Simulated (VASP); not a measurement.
# Mo3N4 (Pm-3m) in VASP: notebook, part 2 of 2

VASP 6.6.1.

## Step 4: Relaxation of cell and atoms, PBEsol

This run uses another cell than the first one, of 10.32 Å³/atom.

INCAR

```
  ALGO = Normal
  EDIFF = 1E-7
  EDIFFG = -0.001
  ENCUT = 600
  GGA = PS
  IBRION = 2
  ISIF = 3
  ISMEAR = -1
  LASPH = True
  LCHARG = False
  LREAL = False
  LWAVE = False
  NELM = 60
  NSW = 80
  PREC = Accurate
  SIGMA = 0.15
```

KPOINTS

```
k-points
0
Gamma
  8 8 8
```

POSCAR

```
Mo3N4
1.0
    4.1644377364      0.0000000000      0.0000000000
    0.0000000000      4.1644377364      0.0000000000
    0.0000000000      0.0000000000      4.1644377364
Mo N
3 4
Direct
    0.5000000000      0.5000000000      0.0000000000
    0.0000000000      0.5000000000      0.5000000000
    0.5000000000      0.0000000000      0.5000000000
    0.5000000000      0.5000000000      0.5000000000
    0.5000000000      0.0000000000      0.0000000000
    0.0000000000      0.5000000000      0.0000000000
    0.0000000000      0.0000000000      0.5000000000
```

Potentials or basis: VASP PAW PBE potentials, release 64 (Mo_sv, N).

The run is started by

```
cat potpaw_PBE.64/Mo_sv/POTCAR potpaw_PBE.64/N/POTCAR > POTCAR
mpirun -np 1 vasp_std > vasp.out
```

OUTCAR:

```text
EDIFF = 1E-7
   EDIFFG = -0.001
   ENCUT = 600
   GGA = PS
   IBRION = 2
   ISIF = 3
   ISMEAR = -1
   LASPH = True
   LREAL = False
   NELM = 60
   NSW = 80
   PREC = Accurate

 ion  position               nearest neighbor table
   1  0.500  0.500  0.000-   4 2.08   5 2.08   6 2.08   4 2.08   5 2.08   6 2.08   3 2.94   3 2.94
                             3 2.94   2 2.94   3 2.94   2 2.94   2 2.94   2 2.94
   2  0.000  0.500  0.500-   4 2.08   6 2.08   7 2.08   6 2.08   7 2.08   4 2.08   3 2.94   3 2.94
                             1 2.94   1 2.94   3 2.94   1 2.94   1 2.94   3 2.94
   3  0.500  0.000  0.500-   4 2.08   5 2.08   7 2.08   5 2.08   4 2.08   7 2.08   2 2.94   1 2.94
                             2 2.94   1 2.94   1 2.94   2 2.94   1 2.94   2 2.94
   4  0.500  0.500  0.500-   1 2.08   2 2.08   3 2.08   1 2.08   3 2.08   2 2.08
   5  0.500  0.000  0.000-   1 2.08   3 2.08   3 2.08   1 2.08
   6  0.000  0.500  0.000-   1 2.08   2 2.08   2 2.08   1 2.08
   7  0.000  0.000  0.500-   2 2.08   3 2.08   2 2.08   3 2.08

  LATTYP: Found a simple cubic cell.
 ALAT       =     4.1644377364

  Lattice vectors:

 A1 = (   4.1644377364,   0.0000000000,   0.0000000000)
 A2 = (   0.0000000000,   4.1644377364,   0.0000000000)
 A3 = (   0.0000000000,   0.0000000000,   4.1644377364)

Analysis of symmetry for initial positions (statically):
=====================================================================
 Subroutine PRICEL returns:
 Original cell was already a primitive cell.

 Routine SETGRP: Setting up the symmetry group for a
 simple cubic supercell.

 Subroutine GETGRP returns: Found 48 space group operations
 (whereof 48 operations were pure point group operations)
 out of a pool of 48 trial point group operations.

The static configuration has the point symmetry O_h .

Analysis of symmetry for dynamics (positions and initial velocities):
=====================================================================
 Subroutine PRICEL returns:
 Original cell was already a primitive cell.

 Routine SETGRP: Setting up the symmetry group for a
[... 145 lines left out ...]
   LEPSILON=     F    determine dielectric tensor
   LRPA    =     F    only Hartree local field effects (RPA)
 conjugate gradient relaxation of ions
 non-spin polarized calculation
  energy-cutoff  :      600.00
  volume of cell :       72.22
 maximum number of plane-waves:      2469
 NGX is ok and might be reduce to    36
   NGX = 17   NGY = 17   NGZ = 17

--------------------------------------- Ionic step        1  -------------------------------------------

 number of electron      62.0000006 magnetization

 Free energy of the ion-electron system (eV)
  ---------------------------------------------------
  ext. energy  EPLUGINS =         0.00000000
  ---------------------------------------------------
  free energy    TOTEN  =       -72.09411358 eV

  energy without entropy =      -71.82295975  energy(sigma->0) =      -71.95853666

------------------------ aborting loop because EDIFF is reached ----------------------------------------

  FORCE on cell =-STRESS in cart. coord.  units (eV):
  Direction    XX          YY          ZZ          XY          YZ          ZX
  --------------------------------------------------------------------------------------
  -------------------------------------------------------------------------------------
  Total        0.2635147      0.2635147      0.2635147      0.0000000     -0.0000000      0.0000000
  in kB        5.8458322      5.8458322      5.8458322      0.0000000     -0.0000000      0.0000000
  external PRESSURE =       5.8458322 kB  Pullay stress =       0.0000000 kB
[... 69 lines left out ...]
--------------------------------------- Ionic step        3  -------------------------------------------

 number of electron      62.0000006 magnetization

 Free energy of the ion-electron system (eV)
  ---------------------------------------------------
  ext. energy  EPLUGINS =         0.00000000
  ---------------------------------------------------
  free energy    TOTEN  =       -72.09433511 eV

  energy without entropy =      -71.82255904  energy(sigma->0) =      -71.95844707

 E-fermi :  11.1406     XC(G=0): -13.1955

 val. band max:       11.1298301174   @ k =   0.5000   0.2500   0.1250
 cond. band min:      11.1428429910   @ k =   0.1250   0.1250   0.0000
 fundamental gap:      0.0130128736
 Fermi energy:        11.1406132223

 k-point     1 :       0.0000    0.0000    0.0000
  band No.  band energies     occupation
      1     -51.2389      2.00000
      2     -51.0822      2.00000
      3     -51.0822      2.00000
      4     -25.7662      2.00000
      5     -25.7662      2.00000
      6     -25.7662      2.00000
[... 949 lines left out ...]
     36      13.2189      0.00000
     37      13.2802      0.00000

 [... further k-points ...]

------------------------ aborting loop because EDIFF is reached ----------------------------------------

  FORCE on cell =-STRESS in cart. coord.  units (eV):
  Direction    XX          YY          ZZ          XY          YZ          ZX
  --------------------------------------------------------------------------------------
  -------------------------------------------------------------------------------------
  Total       -0.0014003     -0.0014003     -0.0014003      0.0000000     -0.0000000     -0.0000000
  in kB       -0.0310118     -0.0310118     -0.0310118      0.0000000     -0.0000000     -0.0000000
  external PRESSURE =      -0.0310118 kB  Pullay stress =       0.0000000 kB
[... 22 lines left out ...]
  FREE ENERGIE OF THE ION-ELECTRON SYSTEM (eV)
  ---------------------------------------------------
  free  energy   TOTEN  =       -72.0943351095 eV

  energy  without entropy=      -71.8225590369  energy(sigma->0) =      -71.95844707

 reached required accuracy - stopping structural energy minimisation
```

Run time: 4 min. Hardware: 1 thread of Intel Xeon Platinum 8488C (Sapphire Rapids), shared host; peak memory 0.26 GiB.

Results:

```yaml
Free_energy: -72.0943 eV
Relaxed_volume: 10.33 Å³/atom
Relaxed_cell: a = 4.167 Å, b = 4.167 Å, c = 4.167 Å, α = 90.00°, β = 90.00°, γ = 90.00°
Space_group_after_relaxing_to_0.1_Å: Pm-3m (No. 221)
Energy_gained_by_relaxing: 0.0 meV/atom
Ionic_steps: 3
Pressure_after_relaxing: 0.0 GPa
Band_gap_on_the_k_mesh: zero (bands 31 and 32 overlap by 1.96 eV)
```

Step by step:
| step | energy change (eV) | largest force (eV/Å) | pressure (GPa) | volume (Å³) |
| --- | --- | --- | --- | --- |
| 1 | 0.0000 | 0.0000 | 0.58 | 72.22 |
| 2 | 0.0009 | 0.0000 | -1.27 | 72.62 |
| 3 | -0.0002 | 0.0000 | 0.00 | 72.34 |

Final structure:
```
Mo N
1.0
     4.16679    0.00000    0.00000
     0.00000    4.16679    0.00000
     0.00000    0.00000    4.16679
Mo N
3 4
Direct
  0.50000 0.50000 0.00000
  0.00000 0.50000 0.50000
  0.50000 0.00000 0.50000
  0.50000 0.50000 0.50000
  0.50000 0.00000 0.00000
  0.00000 0.50000 0.00000
  0.00000 0.00000 0.50000
```

Levels at points of the mesh, in eV from the Fermi level:
| k point | band 28 | band 29 | band 30 | band 31 | band 32 | band 33 | band 34 | band 35 |
| --- | --- | --- | --- | --- | --- | --- | --- | --- |
| (0.00, 0.00, 0.00) | -2.72 | -1.55 | -1.55 | -1.55 | -0.86 | -0.86 | -0.86 | -0.50 |
| (0.50, 0.00, 0.00) | -2.91 | -2.82 | -1.54 | -0.26 | 0.09 | 0.09 | 0.37 | 0.37 |
| (0.50, 0.50, 0.00) | -0.93 | -0.62 | 0.10 | 0.57 | 0.65 | 0.65 | 0.99 | 0.99 |
| (0.50, 0.50, 0.50) | -2.42 | 0.77 | 0.77 | 0.77 | 1.66 | 1.66 | 1.66 | 2.39 |

Caveat: the PAW data sets were made with another functional, which shifts forces and pressure a little.

## Step 5: Summary

| cell | k mesh | smearing | gap on the mesh (eV) | pressure (GPa) | relaxed volume (Å³/atom) |
| --- | --- | --- | --- | --- | --- |
| relaxed from a = 4.019 Å, 7 atoms | 6 × 6 × 6 | gaussian 0.1 eV | none | -0.5 | - |
| relaxed from a = 4.164 Å, 7 atoms | 8 × 8 × 8 | gaussian 0.1 eV | none | 0.0 | 10.32 |
| relaxed from a = 4.164 Å, 7 atoms | 8 × 8 × 8 | fermi-dirac 0.15 eV | none | 0.0 | 10.33 |

Alike in all rows: task relaxation of cell and atoms; level PBEsol; potentials or basis VASP PAW PBE potentials, release 64 (Mo_sv, N); no spin polarisation; cutoff (eV) 600.

Caveats: the PAW data sets were made with another functional, which shifts forces and pressure a little.

Absolute energies hang on the potentials; compare differences alone.
